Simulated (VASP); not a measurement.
# Mg6F in VASP: a series of runs

Runs on Mg6F. Level: PBE. Tasks: single point.

All numbers are computed with VASP 6.6.1; they aren't measurements. Logs are shortened: lines on timing, memory, paths and dates and some standing lists are left out, and cuts for length are marked.

**1. The cell of the first run**

The cell holds a slab with vacuum, 7 atoms: a = 3.203 Å, b = 7.978 Å, c = 20.985 Å, α = 90.00°, β = 90.00°, γ = 101.58°.

**2. Single point, PBE**

INCAR reads:

```
PREC = Accurate
ENCUT = 520
EDIFF = 1E-6
ISMEAR = 0
SIGMA = 0.1
LREAL = F
LASPH = T
NELM = 80
ALGO = Normal
ISIF = 2
LWAVE = F
LCHARG = F
LDIPOL = T
IDIPOL = 3
DIPOL = 0.5 0.5 0.311
GGA = PE
NBANDS = 18
```

KPOINTS reads:

```
Automatic mesh
0
Gamma
  9 4 1
```

POSCAR reads:

```
Mg6F
1.0
    3.2034417932      0.0000000000      0.0000000000
   -1.6017208966      7.8153198520      0.0000000000
    0.0000000000      0.0000000000     20.9851131634
Mg F
6 1
Direct
    0.8493879956      0.6987759913      0.1906113143
    0.5210014932      0.0420029864      0.2197581863
    0.1926149907      0.3852299814      0.2489050583
    0.3710660944      0.7414803149      0.3283003664
    0.0426232582      0.0834482649      0.3542380799
    0.7128162912      0.4251093731      0.3805132287
    0.7128162912      1.0501093731      0.4562812261
```

Potentials or basis: VASP PAW PBE potentials, release 64 (Mg, F).

Command:

```
$ cat potpaw_PBE.64/Mg/POTCAR potpaw_PBE.64/F/POTCAR > POTCAR
$ mpirun -np 1 vasp_std > vasp.out
```

OUTCAR:

```text
PREC = Accurate
   ENCUT = 520
   EDIFF = 1E-6
   ISMEAR = 0
   LREAL = F
   LASPH = T
   NELM = 80
   ISIF = 2
   GGA = PE

 ion  position               nearest neighbor table
   1  0.849  0.699  0.191-   3 3.17   3 3.17   2 3.18   2 3.18   4 3.32   4 3.32
   2  0.521  0.042  0.220-   3 3.18   3 3.18   1 3.18   1 3.18   5 3.26   5 3.26   4 3.27
   3  0.193  0.385  0.249-   1 3.17   1 3.17   2 3.18   2 3.18   6 3.21   6 3.21   5 3.23   4 3.24

   4  0.371  0.741  0.328-   6 3.14   6 3.14   5 3.16   5 3.16   3 3.24   2 3.27   1 3.32   1 3.32

   5  0.043  0.083  0.354-   7 2.38   6 3.16   4 3.16   6 3.16   4 3.16   3 3.23   2 3.26   2 3.26

   6  0.713  0.425  0.381-   4 3.14   4 3.14   5 3.16   5 3.16   3 3.21   3 3.21
   7  0.713  0.050  0.456-   5 2.38

  LATTYP: Found a base centered orthorhombic cell.
 ALAT       =     3.2034417932
 B/A-ratio  =     4.8793268968
 C/A-ratio  =     6.5508020804

  Lattice vectors:

 A1 = (   1.6017208966,  -7.8153198520,   0.0000000000)
 A2 = (   1.6017208966,   7.8153198520,   0.0000000000)
 A3 = (   0.0000000000,   0.0000000000,  20.9851131634)

Analysis of symmetry for initial positions (statically):
=====================================================================
 Subroutine PRICEL returns:
 Original cell was already a primitive cell.

 Routine SETGRP: Setting up the symmetry group for a
 base centered orthorhombic supercell.

 Subroutine GETGRP returns: Found  1 space group operations
 (whereof  1 operations were pure point group operations)
 out of a pool of  8 trial point group operations.

The static configuration has the point symmetry C_1 .

Analysis of symmetry for dynamics (positions and initial velocities):
=====================================================================
 Subroutine PRICEL returns:
 Original cell was already a primitive cell.

 Routine SETGRP: Setting up the symmetry group for a
 base centered orthorhombic supercell.

 Subroutine GETGRP returns: Found  1 space group operations
 (whereof  1 operations were pure point group operations)
 out of a pool of  8 trial point group operations.

The dynamic configuration has the point symmetry C_1 .

 Subroutine INISYM returns: Found  1 space group operations
 (whereof  1 operations are pure point group operations),
 and found     1 'primitive' translations

----------------------------------------------------------------------------------------

                                     Primitive cell

  volume of cell :     525.3817

  direct lattice vectors                    reciprocal lattice vectors
     3.203441793  0.000000000  0.000000000     0.312164249  0.063976908  0.000000000
    -1.601720897  7.815319852  0.000000000     0.000000000  0.127953816  0.000000000
     0.000000000  0.000000000 20.985113163     0.000000000  0.000000000  0.047652829

  length of vectors
     3.203441793  7.977764989 20.985113163     0.318652731  0.127953816  0.047652829

  position of ions in fractional coordinates (direct lattice)
     0.849387996  0.698775991  0.190611314
     0.521001493  0.042002986  0.219758186
     0.192614991  0.385229981  0.248905058
     0.371066094  0.741480315  0.328300366
     0.042623258  0.083448265  0.354238080
     0.712816291  0.425109373  0.380513229
     0.712816291  0.050109373  0.456281226

  ion indices of the primitive-cell ions
   primitive index   ion index
                 1           1
                 2           2
                 3           3
                 4           4
                 5           5
                 6           6
                 7           7

----------------------------------------------------------------------------------------

 KPOINTS: Automatic mesh

Automatic generation of k-mesh.
 Grid dimensions read from file:
 generate k-points for:    9    4    1
[... 22 lines left out ...]
|                                                                             |
|     Your reciprocal lattice and k-lattice belong to different lattice       |
|     classes:                                                                |
|                                                                             |
|        The reciprocal lattice is base centered orthorhombic,                |
|        whereas your k-lattice is simple monoclinic.                         |
|                                                                             |
|     Results are often still useful ...                                      |
|                                                                             |
 -----------------------------------------------------------------------------

 WARNING: IBZKPT: internal override: KBLOWUP is changed to .FALSE.
      ... skipping the blow-up phase ...

 Subroutine IBZKPT returns following result:
 ===========================================

 Found     19 irreducible k-points:

 Following reciprocal coordinates:
            Coordinates               Weight
  0.000000  0.000000  0.000000      1.000000
  0.111111 -0.000000  0.000000      2.000000
  0.222222 -0.000000  0.000000      2.000000
  0.333333 -0.000000  0.000000      2.000000
  0.444444 -0.000000  0.000000      2.000000
  0.000000  0.250000  0.000000      2.000000
[... 11 lines left out ...]
  0.333333  0.500000  0.000000      2.000000
  0.444444  0.500000  0.000000      2.000000
   k-points           NKPTS =     19   k-points in BZ     NKDIM =     19   number of bands    NBANDS=     18
   number of dos      NEDOS =    301   number of ions     NIONS =      7
   total plane-waves  NPLWV = 230400
   dimension x,y,z NGX =    24 NGY =   60 NGZ =  160
   dimension x,y,z NGXF=    48 NGYF=  120 NGZF=  320
   ions per type =               6   1
   NGX,Y,Z   is equivalent  to a cutoff of  12.46, 12.50, 12.68 a.u.
   NGXF,Y,Z  is equivalent  to a cutoff of  24.91, 25.01, 25.35 a.u.
 SYSTEM =  unknown system
   PREC   = accura    normal or accurate (medium, high low for compatibility)
   ISTART =      0    job   : 0-new  1-cont  2-samecut
   ICHARG =      2    charge: 1-file 2-atom 10-const
   ISPIN  =      1    spin polarized calculation?
   LNONCOLLINEAR =      F non collinear calculations
   LSORBIT =      F    spin-orbit coupling
   LASPH  =      T    aspherical Exc in radial PAW
   ENCUT  =  520.0 eV  38.22 Ry    6.18 a.u.   5.96 14.83 39.02*2*pi/ulx,y,z
   NELM   =     80;   NELMIN=  2; NELMDL= -5     # of ELM steps
   EDIFF  = 0.1E-05   stopping-criterion for ELM
   LREAL  =      F    real-space projection
   EDIFFG = 0.1E-04   stopping-criterion for IOM
   NSW    =      0    number of steps for IOM
   IBRION =     -1    ionic relax: 0-MD 1-quasi-New 2-CG
   NFREE  =      0    steps in history (QN), initial steepest desc. (CG)
   ISIF   =      2    stress and relaxation
   ISYM   =      2    0-nonsym 1-usesym 2-fastsym
   POTIM  = 0.5000    time-step for ionic-motion
   TEBEG  =    0.0;   TEEND  =   0.0 temperature during run
   PSTRESS=    0.0 pullay stress
   NELECT =      19.0000    total number of electrons
   NUPDOWN=      -1.0000    fix difference up-down
   EMIN   =  10.00;   EMAX   =-10.00  energy-range for DOS
   EFERMI =   0.00;   METHOD = LEGACY
   ISMEAR =     0;   SIGMA  =   0.10  broadening in eV -4-tet -1-fermi 0-gaus
   EFERMI_NEDOS =   21; number of points for ismear=-14 and -15
   IALGO  =     38    algorithm
   IMIX   =      4    mixing-type and parameters
     AMIX     =   0.40;   BMIX     =  1.00
     AMIX_MAG =   1.60;   BMIX_MAG =  1.00
  volume/ion in A,a.u.               =      75.05       506.49
  Fermi-wavevector in a.u.,A,eV,Ry     =   0.541379  1.023057  3.987742  0.293091
  Thomas-Fermi vector in A             =   1.568933
   LORBIT       =      0    0 simple, 1 ext, 2 COOP (PROOUT), +10 PAW based schemes
   GGA     = PE    functional components
   LHFCALC =     F    Hartree Fock is set to
   AEXX    =    0.0000 exact exchange contribution
   IVDW    =     0    specifies the selected vdW correction
   LEPSILON=     F    determine dielectric tensor
   LRPA    =     F    only Hartree local field effects (RPA)
 non-spin polarized calculation
 Gauss-broadening in eV      SIGMA  =   0.10
  energy-cutoff  :      520.00
  volume of cell :      525.38
 maximum number of plane-waves:     14191
   NGX = 11   NGY = 29   NGZ = 79

 number of electron      18.9999996 magnetization

 dipolmoment           0.000000      0.000000      0.413468 electrons x Angstroem

 Free energy of the ion-electron system (eV)
  ---------------------------------------------------
  ext. energy  EPLUGINS =         0.00000000
  ---------------------------------------------------
  free energy    TOTEN  =       -11.68985292 eV

  energy without entropy =      -11.67855748  energy(sigma->0) =      -11.68420520

 E-fermi :  -2.9479     XC(G=0):  -3.2151

 val. band max:       -3.0354632808   @ k =  -0.2222   0.2500   0.0000
 cond. band min:      -2.9437475161   @ k =   0.4444   0.2500   0.0000
 fundamental gap:      0.0917157647
 Fermi energy:        -2.9479139260

 k-point     1 :       0.0000    0.0000    0.0000
  band No.  band energies     occupation
      1     -23.0370      2.00000
      2      -8.9515      2.00000
      3      -6.9756      2.00000
      4      -6.5909      2.00000
      5      -6.2800      2.00000
      6      -5.1756      2.00000
[... 376 lines left out ...]
      5      -4.7313      2.00000
      6      -4.4682      2.00000
[... 10 lines left out ...]
     17       0.5733      0.00000
     18       0.6730      0.00000

------------------------ aborting loop because EDIFF is reached ----------------------------------------

 vacuum level on the upper side and lower side of the slab       (xc-potential included)         1.423        -1.483

  FORCE on cell =-STRESS in cart. coord.  units (eV):
  Direction    XX          YY          ZZ          XY          YZ          ZX
  --------------------------------------------------------------------------------------
  -------------------------------------------------------------------------------------
  Total       -2.6401724     -1.6636294     -6.1328272     -0.3617022      0.9869614      0.5789169
  in kB       -8.0513363     -5.0733201    -18.7023596     -1.1030286      3.0097876      1.7654358
  external PRESSURE =     -10.6090053 kB  Pullay stress =       0.0000000 kB

 VOLUME and BASIS-vectors are now :
 -----------------------------------------------------------------------------
  energy-cutoff  :      520.00
  volume of cell :      525.38
      direct lattice vectors                 reciprocal lattice vectors
     3.203441793  0.000000000  0.000000000     0.312164249  0.063976908  0.000000000
    -1.601720897  7.815319852  0.000000000     0.000000000  0.127953816  0.000000000
     0.000000000  0.000000000 20.985113163     0.000000000  0.000000000  0.047652829

 POSITION                                       TOTAL-FORCE (eV/Angst)
 -----------------------------------------------------------------------------------
      1.60172      5.46116      4.00000         0.001117      0.071140      0.139776
      1.60172      0.32827      4.61165        -0.007407      0.007860      0.060110
      0.00000      3.01070      5.22330         0.007524     -0.099222     -0.041967
      0.00104      5.79491      6.88942         0.018986     -0.038661      0.065193
      0.00288      0.65217      7.43373        -0.330055     -0.330780      2.163928
      1.60256      3.32237      7.98511         0.045302     -0.111959      0.262470
      2.20320      0.39162      9.57511         0.264534      0.501622     -2.649509
 -----------------------------------------------------------------------------------
    total drift:                                0.000572     -0.000356     -0.000065

  FREE ENERGIE OF THE ION-ELECTRON SYSTEM (eV)
  ---------------------------------------------------
  free  energy   TOTEN  =       -11.6898529199 eV

  energy  without entropy=      -11.6785574795  energy(sigma->0) =      -11.68420520

 vacuum level on the upper side and lower side of the slab         3.678         0.692
```

It took 2.9 min on 1 thread of Intel Xeon 6975P-C (Granite Rapids), shared host; peak memory 0.57 GiB.

Results:

| Property | Result |
| --- | --- |
| Free energy | -11.6899 eV |
| Largest force | 2.710 eV/Å |

Forces on the atoms (eV/Å):
```
Mg   0.001  0.071  0.140
Mg  -0.007  0.008  0.060
Mg   0.008 -0.099 -0.042
Mg   0.019 -0.039  0.065
Mg  -0.330 -0.331  2.164
Mg   0.045 -0.112  0.262
F    0.265  0.502 -2.650
```

Levels at points of the mesh, in eV from the Fermi level:
```csv
k point,band 6,band 7,band 8,band 9,band 10,band 11,band 12,band 13,band 14,band 15
"(0.00, 0.00, 0.00)",-2.23,-1.97,-1.32,-1.03,-0.86,-0.18,1.27,1.95,2.86,3.44
"(0.00, 0.50, 0.00)",-1.78,-1.75,-1.02,-0.84,-0.37,-0.24,0.53,1.38,2.15,2.57
```

Caveat: an odd number of electrons without spin polarisation forces a metal; a magnetic or distorted state may lie lower.

**3. Single point, PBE**

INCAR reads:

```
PREC = Accurate
ENCUT = 520
EDIFF = 1E-6
ISMEAR = 0
SIGMA = 0.1
LREAL = False
LASPH = True
NELM = 80
ALGO = Normal
ISIF = 2
LWAVE = False
LCHARG = False
LDIPOL = True
IDIPOL = 3
DIPOL = 0.5 0.5 0.318
GGA = PE
NBANDS = 18
```

KPOINTS reads:

```
regular mesh
0
Gamma
  9 4 1
```

POSCAR: that of step 2 with these lines changed.

```diff
@@ -14,2 +14,2 @@
     0.7128162912      0.4251093731      0.3805132287
-    0.7128162912      1.0501093731      0.4562812261
+    0.7128162912      1.0501093731      0.5010748849
```

Potentials or basis: VASP PAW PBE potentials, release 64 (Mg, F).

Command:

```
$ cat potpaw_PBE.64/Mg/POTCAR potpaw_PBE.64/F/POTCAR > POTCAR
$ mpirun -np 1 vasp_std > vasp.out
```

It took 3.8 min on 1 thread of Intel Xeon 6975P-C (Granite Rapids), shared host; peak memory 0.57 GiB.

Results (log left out):

```
Free energy   : -9.6577 eV
Largest force : 1.488 eV/Å
```

Forces on the atoms (eV/Å):
```
Mg   0.001  0.040  0.124
Mg  -0.003 -0.016  0.071
Mg   0.003 -0.035 -0.084
Mg   0.004 -0.003  0.044
Mg  -0.081 -0.154  0.958
Mg   0.017 -0.076  0.354
F    0.058  0.244 -1.467
```

Levels at points of the mesh, in eV from the Fermi level:
| k point | band 7 | band 8 | band 9 | band 10 | band 11 | band 12 |
| --- | --- | --- | --- | --- | --- | --- |
| (0.00, 0.00, 0.00) | -1.52 | -0.72 | -0.39 | -0.25 | 0.03 | 1.16 |
| (0.00, 0.50, 0.00) | -0.76 | -0.59 | -0.41 | -0.24 | 0.03 | 0.20 |

Caveat: an odd number of electrons without spin polarisation forces a metal; a magnetic or distorted state may lie lower.
